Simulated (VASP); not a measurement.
A run of VASP 6.6.1:

File INCAR:

```
SYSTEM = BN
ALGO     = Normal         ! electronic algorithm
EDIFF    = 1E-6           ! SCF threshold, eV
ENCUT    = 520            ! plane-wave cutoff, eV
GGA      = PE             ! functional
ISIF     = 2              ! what is computed and relaxed
ISMEAR   = 1              ! smearing method
IVDW     = 12             ! dispersion correction
LASPH    = .TRUE.         ! aspherical terms in the spheres
LCHARG   = .FALSE.        ! write CHGCAR
LREAL    = .FALSE.        ! projectors in reciprocal space
LWAVE    = .FALSE.        ! write WAVECAR
NBANDS   = 16             ! bands
NELM     = 80             ! most SCF steps
PREC     = Accurate       ! precision mode
SIGMA    = 0.05           ! smearing width, eV
```

File KPOINTS:

```
k-points
0
G
  12 12 4
  0 0 0
```

POSCAR

```
BN
1.0
    2.5061127838      0.0000000000      0.0000000000
   -1.2530563919      2.1703573356      0.0000000000
    0.0000000000      0.0000000000      6.5923998870
B N
2 2
Direct
   -0.0345753637      0.0000000000      0.5000000000
    0.3679686461      0.6666666667      0.0000000000
    0.0344683995      0.0000000000      0.0000000000
    0.6321520011      0.3333333333      0.5000000000
```

Potentials or basis: VASP PAW PBE potentials, release 64 (B, N).

Launch:

```bash
$ cat potpaw_PBE.64/B/POTCAR potpaw_PBE.64/N/POTCAR > POTCAR
$ mpirun -np 1 vasp_std > vasp.out
```

Hardware: 1 thread of AMD EPYC 7R13, with other jobs on the host.

**Question.** Estimate the wall time of this run.

**Answer.** It took 88 s on 1 thread of AMD EPYC 7R13, with other jobs on the host, peak memory 0.21 GiB. Counts: scf iterations 13, k points 222.
